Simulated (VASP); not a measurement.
# TiAl3 (I4mm) in VASP: single point with r2SCAN

Aim: the single point of TiAl3 with r2SCAN.

Everything below comes from runs of VASP 6.6.1. Logs are shortened: lines on timing, memory, paths and dates and some standing lists are left out, and cuts for length are marked.

## 1. The cell of the first run

The structure is tetragonal, space group I4mm (No. 107). The conventional cell has a = 3.824 Å, b = 3.824 Å, c = 8.564 Å, α = 90.00°, β = 90.00°, γ = 90.00°. Within 3.6 Å of Ti (site symmetry 4mm) lie 12 Al at 2.71 to 2.87 Å. Within 3.6 Å of Al (site symmetry 4mm) lie 4 Ti at 2.71 Å and 8 Al at 2.81 to 2.93 Å. Al (site symmetry 2mm) has 8 Al at 2.70 to 2.93 Å and 4 Ti at 2.87 Å within 3.6 Å.

## 2. Single point, r2SCAN (atom 2 (Al) moved +0.075 Å along Cartesian [0 0 1])

Contents of POSCAR:

```
TiAl3
1.0
   -1.9120003552      1.9120003552      4.2819150380
    1.9120003552     -1.9120003552      4.2819150380
    1.9120003552      1.9120003552     -4.2819150380
Ti Al
1 3
Direct
    0.0000000000      0.0000000000      0.0000000000
    0.5087577637      0.5087577637      0.0000000000
    0.7500000000      0.2500000000      0.5000000000
    0.2500000000      0.7500000000      0.5000000000
```

Contents of INCAR.step1:

```
  PREC = Accurate
  ENCUT = 520
  ISMEAR = 0
  SIGMA = 0.15
  LREAL = False
  LASPH = True
  NELM = 100
  NBANDS = 18
  GGA = PE
  ALGO = Normal
  EDIFF = 1E-4
  LWAVE = True
  LCHARG = False
```

Contents of INCAR.step2:

```
  PREC = Accurate
  ENCUT = 520
  EDIFF = 1E-6
  ISMEAR = 0
  SIGMA = 0.15
  LREAL = False
  LASPH = True
  NELM = 100
  ALGO = Normal
  ISIF = 2
  LWAVE = False
  LCHARG = True
  METAGGA = R2SCAN
  LMIXTAU = True
  LELF = True
  LVHAR = True
  NBANDS = 18
  ISTART = 1
```

Contents of KPOINTS:

```
regular mesh
0
Gamma
  18 18 18
```

Potentials or basis: VASP PAW PBE potentials, release 64 (Ti_sv, Al).

Started as:

```console
> cat potpaw_PBE.64/Ti_sv/POTCAR potpaw_PBE.64/Al/POTCAR > POTCAR
> cp INCAR.step1 INCAR
> mpirun -np 1 vasp_std > vasp.out
> cp INCAR.step2 INCAR
> mpirun -np 1 vasp_std > vasp.out
```

OUTCAR:

```text
PREC = Accurate
   ENCUT = 520
   EDIFF = 1E-6
   ISMEAR = 0
   LREAL = False
   LASPH = True
   NELM = 100
   ISIF = 2
   METAGGA = R2SCAN
   ISTART = 1

 ion  position               nearest neighbor table
   1  0.000  0.000  0.000-   2 2.71   2 2.71   2 2.71   2 2.71   4 2.87   3 2.87   4 2.87   3 2.87
                             3 2.87   4 2.87   3 2.87   4 2.87
   2  0.509  0.509  0.000-   1 2.71   1 2.71   1 2.71   1 2.71   4 2.81   3 2.81   4 2.81   3 2.81
                             3 2.93   4 2.93   4 2.93   3 2.93
   3  0.750  0.250  0.500-   4 2.70   4 2.70   4 2.70   4 2.70   2 2.81   2 2.81   1 2.87   1 2.87
                             1 2.87   1 2.87   2 2.93   2 2.93
   4  0.250  0.750  0.500-   3 2.70   3 2.70   3 2.70   3 2.70   2 2.81   2 2.81   1 2.87   1 2.87
                             1 2.87   1 2.87   2 2.93   2 2.93

  LATTYP: Found a body centered tetragonal cell.
 ALAT       =     3.8240007104
 C/A-ratio  =     2.2394948967

  Lattice vectors:

 A1 = (  -1.9120003552,   1.9120003552,   4.2819150380)
 A2 = (   1.9120003552,  -1.9120003552,   4.2819150380)
 A3 = (   1.9120003552,   1.9120003552,  -4.2819150380)

Analysis of symmetry for initial positions (statically):
=====================================================================
 Subroutine PRICEL returns:
 Original cell was already a primitive cell.

 Routine SETGRP: Setting up the symmetry group for a
 body centered tetragonal supercell.

 Subroutine GETGRP returns: Found  8 space group operations
 (whereof  8 operations were pure point group operations)
 out of a pool of 16 trial point group operations.

The static configuration has the point symmetry C_4v.

Analysis of symmetry for dynamics (positions and initial velocities):
=====================================================================
 Subroutine PRICEL returns:
 Original cell was already a primitive cell.

 Routine SETGRP: Setting up the symmetry group for a
 body centered tetragonal supercell.

 Subroutine GETGRP returns: Found  8 space group operations
 (whereof  8 operations were pure point group operations)
 out of a pool of 16 trial point group operations.

The dynamic configuration has the point symmetry C_4v.

 Subroutine INISYM returns: Found  8 space group operations
 (whereof  8 operations are pure point group operations),
 and found     1 'primitive' translations

----------------------------------------------------------------------------------------

                                     Primitive cell

  volume of cell :      62.6144

  direct lattice vectors                    reciprocal lattice vectors
    -1.912000355  1.912000355  4.281915038     0.000000000  0.261506228  0.116770182
     1.912000355 -1.912000355  4.281915038     0.261506228  0.000000000  0.116770182
     1.912000355  1.912000355 -4.281915038     0.261506228  0.261506228  0.000000000

  length of vectors
     5.064216337  5.064216337  5.064216337     0.286392707  0.286392707  0.369825654

  position of ions in fractional coordinates (direct lattice)
     0.000000000  0.000000000  0.000000000
     0.508757764  0.508757764  0.000000000
     0.750000000  0.250000000  0.500000000
     0.250000000  0.750000000  0.500000000

  ion indices of the primitive-cell ions
   primitive index   ion index
                 1           1
                 2           2
                 3           3
                 4           4

----------------------------------------------------------------------------------------

 KPOINTS: regular mesh

Automatic generation of k-mesh.
 Grid dimensions read from file:
 generate k-points for:   18   18   18

 Generating k-lattice:

  Cartesian coordinates                     Fractional coordinates (reciprocal lattice)
     0.000000000  0.014528124  0.006487232     0.055555556 -0.000000000  0.000000000
     0.014528124  0.000000000  0.006487232    -0.000000000  0.055555556  0.000000000
     0.014528124  0.014528124  0.000000000     0.000000000  0.000000000  0.055555556

  Length of vectors
     0.015910706  0.015910706  0.020545870

  Shift w.r.t. Gamma in fractional coordinates (k-lattice)
     0.000000000  0.000000000  0.000000000

 Subroutine IBZKPT returns following result:
 ===========================================

 Found    480 irreducible k-points:

 Following reciprocal coordinates:
            Coordinates               Weight
  0.000000  0.000000  0.000000      1.000000
  0.055556  0.000000  0.000000      8.000000
  0.111111  0.000000  0.000000      8.000000
  0.166667  0.000000  0.000000      8.000000
  0.222222  0.000000 -0.000000      8.000000
  0.277778  0.000000 -0.000000      8.000000
[... 16 lines left out ...]
 -0.277778  0.055556 -0.000000     16.000000
 -0.222222  0.055556  0.000000     16.000000
 [... further k-points ...]
   k-points           NKPTS =    480   k-points in BZ     NKDIM =    480   number of bands    NBANDS=     18
   number of dos      NEDOS =    301   number of ions     NIONS =      4
   total plane-waves  NPLWV =  64000
   dimension x,y,z NGX =    40 NGY =   40 NGZ =   40
   dimension x,y,z NGXF=    80 NGYF=   80 NGZF=   80
   ions per type =               1   3
   NGX,Y,Z   is equivalent  to a cutoff of  13.13, 13.13, 13.13 a.u.
   NGXF,Y,Z  is equivalent  to a cutoff of  26.26, 26.26, 26.26 a.u.
 SYSTEM =  unknown system
   PREC   = accura    normal or accurate (medium, high low for compatibility)
   ISTART =      1    job   : 0-new  1-cont  2-samecut
   ICHARG =      0    charge: 1-file 2-atom 10-const
   ISPIN  =      1    spin polarized calculation?
   LNONCOLLINEAR =      F non collinear calculations
   LSORBIT =      F    spin-orbit coupling
   LASPH  =      T    aspherical Exc in radial PAW
   ENCUT  =  520.0 eV  38.22 Ry    6.18 a.u.   9.42  9.42  9.42*2*pi/ulx,y,z
   NELM   =    100;   NELMIN=  2; NELMDL=  0     # of ELM steps
   EDIFF  = 0.1E-05   stopping-criterion for ELM
   LREAL  =      F    real-space projection
   EDIFFG = 0.1E-04   stopping-criterion for IOM
   NSW    =      0    number of steps for IOM
   IBRION =     -1    ionic relax: 0-MD 1-quasi-New 2-CG
   NFREE  =      0    steps in history (QN), initial steepest desc. (CG)
   ISIF   =      2    stress and relaxation
   ISYM   =      2    0-nonsym 1-usesym 2-fastsym
   POTIM  = 0.5000    time-step for ionic-motion
   TEBEG  =    0.0;   TEEND  =   0.0 temperature during run
   PSTRESS=    0.0 pullay stress
   NELECT =      21.0000    total number of electrons
   NUPDOWN=      -1.0000    fix difference up-down
   EMIN   =  10.00;   EMAX   =-10.00  energy-range for DOS
   EFERMI =   0.00;   METHOD = LEGACY
   ISMEAR =     0;   SIGMA  =   0.15  broadening in eV -4-tet -1-fermi 0-gaus
   EFERMI_NEDOS =   21; number of points for ismear=-14 and -15
   IALGO  =     38    algorithm
   IMIX   =      4    mixing-type and parameters
     AMIX     =   0.40;   BMIX     =  1.00
     AMIX_MAG =   1.60;   BMIX_MAG =  1.00
  volume/ion in A,a.u.               =      15.65       105.64
  Fermi-wavevector in a.u.,A,eV,Ry     =   1.137426  2.149424 17.602383  1.293739
  Thomas-Fermi vector in A             =   2.274131
   LORBIT       =      0    0 simple, 1 ext, 2 COOP (PROOUT), +10 PAW based schemes
   METAGGA = R2SCAN    functional components
   LHFCALC =     F    Hartree Fock is set to
   AEXX    =    0.0000 exact exchange contribution
   IVDW    =     0    specifies the selected vdW correction
   LEPSILON=     F    determine dielectric tensor
   LRPA    =     F    only Hartree local field effects (RPA)
 non-spin polarized calculation
 Gauss-broadening in eV      SIGMA  =   0.15
  energy-cutoff  :      520.00
  volume of cell :       62.61
 maximum number of plane-waves:      1703
 NGX is ok and might be reduce to    40
   NGX = 19   NGY = 19   NGZ = 19

 number of electron      20.9999999 magnetization

 Free energy of the ion-electron system (eV)
  ---------------------------------------------------
  ext. energy  EPLUGINS =         0.00000000
  ---------------------------------------------------
  free energy    TOTEN  =       -34.90395197 eV

  energy without entropy =      -34.88593211  energy(sigma->0) =      -34.89494204

 E-fermi :   8.3562     XC(G=0): -11.5515

 val. band max:        8.3547142515   @ k =  -0.3889  -0.4444   0.2222
 cond. band min:       8.3574300797   @ k =   0.1667   0.0556  -0.0000
 fundamental gap:      0.0027158283
 Fermi energy:         8.3562159775

 k-point     1 :       0.0000    0.0000    0.0000
  band No.  band energies     occupation
      1     -50.4598      2.00000
      2     -25.7310      2.00000
      3     -25.7310      2.00000
      4     -25.6608      2.00000
      5      -2.3942      2.00000
      6       5.3803      2.00000
[... 10 lines left out ...]
     17      12.4188      0.00000
     18      12.4398      0.00000

 k-point     2 :       0.0556    0.0000    0.0000
  band No.  band energies     occupation
      1     -50.4598      2.00000
      2     -25.7320      2.00000
      3     -25.7310      2.00000
      4     -25.6608      2.00000
      5      -2.3534      2.00000
      6       5.0711      2.00000
[... 10 lines left out ...]
     17      12.4448      0.00000
     18      12.6644      0.00000

 k-point     3 :       0.1111    0.0000    0.0000
  band No.  band energies     occupation
      1     -50.4597      2.00000
      2     -25.7346      2.00000
      3     -25.7308      2.00000
      4     -25.6607      2.00000
      5      -2.2314      2.00000
      6       4.7419      2.00000
[... 10 lines left out ...]
     17      12.4832      0.00000
     18      13.2599      0.00000

 k-point     4 :       0.1667    0.0000    0.0000
  band No.  band energies     occupation
      1     -50.4594      2.00000
      2     -25.7386      2.00000
      3     -25.7305      2.00000
      4     -25.6605      2.00000
      5      -2.0292      2.00000
      6       4.4129      2.00000
[... 375 lines left out ...]
      4     -25.6596      2.00000
      5      -1.0008      2.00000
      6       2.9717      2.00000
[... 10 lines left out ...]
     17      13.4023      0.00000
     18      13.7943      0.00000

 k-point    23 :      -0.2778    0.0556   -0.0000
  band No.  band energies     occupation
      1     -50.4589      2.00000
      2     -25.7487      2.00000
      3     -25.7307      2.00000
      4     -25.6598      2.00000
      5      -1.4172      2.00000
      6       3.6602      2.00000
[... 10 lines left out ...]
     17      13.0104      0.00000
     18      13.8381      0.00000

 k-point    24 :      -0.2222    0.0556    0.0000
  band No.  band energies     occupation
      1     -50.4592      2.00000
      2     -25.7435      2.00000
      3     -25.7311      2.00000
      4     -25.6601      2.00000
      5      -1.7608      2.00000
      6       4.2601      2.00000
[... 10 lines left out ...]
     17      12.9475      0.00000
     18      14.1277      0.00000

 [... further k-points ...]
[... 5 lines left out ...]
  --------------------------------------------------------------------------------------
  -------------------------------------------------------------------------------------
  Total       -0.0019554     -0.0019554     -0.0147238      0.0000000      0.0000000      0.0000000
  in kB       -0.0500336     -0.0500336     -0.3767529      0.0000000      0.0000000      0.0000000
  external PRESSURE =      -0.1589400 kB  Pullay stress =       0.0000000 kB

 VOLUME and BASIS-vectors are now :
 -----------------------------------------------------------------------------
  energy-cutoff  :      520.00
  volume of cell :       62.61
      direct lattice vectors                 reciprocal lattice vectors
    -1.912000355  1.912000355  4.281915038     0.000000000  0.261506228  0.116770182
     1.912000355 -1.912000355  4.281915038     0.261506228  0.000000000  0.116770182
     1.912000355  1.912000355 -4.281915038     0.261506228  0.261506228  0.000000000

 POSITION                                       TOTAL-FORCE (eV/Angst)
 -----------------------------------------------------------------------------------
      0.00000      0.00000      0.00000         0.000000      0.000000     -0.017209
      0.00000      0.00000      4.35692        -0.000000     -0.000000     -0.313989
      0.00000      1.91200      2.14096         0.000000     -0.000000      0.165599
      1.91200      0.00000      2.14096        -0.000000      0.000000      0.165599
 -----------------------------------------------------------------------------------
    total drift:                               -0.000000     -0.000000      0.000314

  FREE ENERGIE OF THE ION-ELECTRON SYSTEM (eV)
  ---------------------------------------------------
  free  energy   TOTEN  =       -34.9039519669 eV

  energy  without entropy=      -34.8859321097  energy(sigma->0) =      -34.89494204
```

Run time: 22 min. Hardware: 1 thread of Intel Xeon 6975P-C (Granite Rapids), shared host; peak memory 0.65 GiB.

What came out:

```
Free energy            : -34.9040 eV
Pressure               : 0.0 GPa
Largest force          : 0.314 eV/Å
Band gap on the k mesh : zero (an odd number of electrons rules out a gap without spin polarisation)
```

Forces in eV/Å, atoms in the order of the input:
```
Ti   0.000  0.000 -0.017
Al   0.000  0.000 -0.314
Al   0.000  0.000  0.166
Al   0.000  0.000  0.166
```

Caveat: the cell differs from its parent crystal (atom 2 (Al) moved +0.075 Å along Cartesian [0 0 1]); the PAW data sets were made with another functional, which shifts forces and pressure a little.
